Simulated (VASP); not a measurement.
Mg5Se:

```xyz
6
Lattice="0.0000 3.7983 3.7983 3.7983 0.0000 3.7983 3.7983 3.7983 0.0000" Properties=species:S:1:pos:R:3 pbc="T T T"
Mg    4.7479    4.7479    2.8487
Mg    4.7479    2.8487    4.7479
Mg    2.8487    4.7479    4.7479
Mg    2.8487    2.8487    2.8487
Mg    5.6974    5.6974    5.6974
Se    0.0000    0.0000    0.0000
```

The cell was built from a structure type or drawn by symmetry, and may not be a known phase.

* Program: VASP 6.6.1
* Task: relaxation of cell and atoms
* Functional: PBE
* Potentials or basis: VASP PAW PBE potentials, release 64 (Mg, Se)
* Cutoff: 600 eV
* k mesh: 4 × 4 × 4
* Occupations: gaussian, width 0.1 eV
* Spin: no spin polarisation

At the start: pressure 14.2 GPa; volume 18.27 Å³/atom.

Problem. Where does the relaxation end?

Solution. Over 3 steps the energy falls by 184.9 meV/atom and the volume is 23.49 Å³/atom (+28.6 %); space group F-43m (No. 216, to 0.1 Å) before and after.

The path:
| step | energy change (eV) | largest force (eV/Å) | pressure (GPa) | volume (Å³) |
| --- | --- | --- | --- | --- |
| 1 | 0.0000 | 0.0771 | 14.16 | 109.60 |
| 2 | -1.1018 | 0.0150 | 0.82 | 137.26 |
| 3 | -1.1094 | 0.0199 | -0.14 | 140.93 |

Final structure:
```cif
data_structure
_symmetry_space_group_name_H-M 'P 1'
_symmetry_Int_Tables_number 1
_cell_length_a 5.8413
_cell_length_b 5.8413
_cell_length_c 5.8413
_cell_angle_alpha 60.000
_cell_angle_beta 60.000
_cell_angle_gamma 60.000
_cell_volume 140.93
loop_
_atom_site_label
_atom_site_type_symbol
_atom_site_fract_x
_atom_site_fract_y
_atom_site_fract_z
_atom_site_occupancy
Mg1 Mg 0.37531 0.37531 0.87406 1
Mg2 Mg 0.37531 0.87406 0.37531 1
Mg3 Mg 0.87406 0.37531 0.37531 1
Mg4 Mg 0.37531 0.37531 0.37531 1
Mg5 Mg 0.75000 0.75000 0.75000 1
Se1 Se 0.00000 0.00000 0.00000 1
```

Caveat: the volume moved by over 15 % at a fixed basis, so the end points are rough.
